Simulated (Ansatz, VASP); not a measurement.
**Si2Ni in VASP and in Ansatz**

```
Ni Si
1.0
     0.00000    2.70300    2.70300
     2.70300    0.00000    2.70300
     2.70300    2.70300    0.00000
Ni Si
1 2
Cartesian
  0.0000 0.0000 0.0000
  4.0545 4.0545 4.0545
  1.3515 1.3515 1.3515
```

Alike in both runs: task relaxation of cell and atoms; functional BLYP; k mesh 9 × 9 × 9; occupations fermi-dirac, width 0.05 eV; collinear spin.

|  | VASP | Ansatz |
| --- | --- | --- |
| version | VASP 6.6.1 | Ansatz 0.2.0 |
| potentials or method | VASP PAW PBE potentials, release 64 (Ni, Si) | Ansatz PAW |
| plane-wave cutoff (eV) | 600 | 420 |
| valence electrons in the cell | 18 | 26 |

VASP gave:

* net moment per atom (μB): 0.00
* relaxed volume (Å³/atom): 14.28
* relaxed cell length with the largest relative difference (Å): 3.928

Task: Estimate Ansatz's values.

Result: net moment per atom (μB): 0.00; relaxed volume (Å³/atom): 14.23; relaxed cell length with the largest relative difference (Å): 3.923.

VASP's potentials were made for PBE, not for BLYP. VASP's potentials hold 18 valence electrons a cell and Ansatz's 26, so a difference there can come from the potentials and not from the codes.

Noted on Ansatz's run: the plane-wave basis is chosen anew once the cell has moved, so the energies of steps on either side of that aren't comparable.
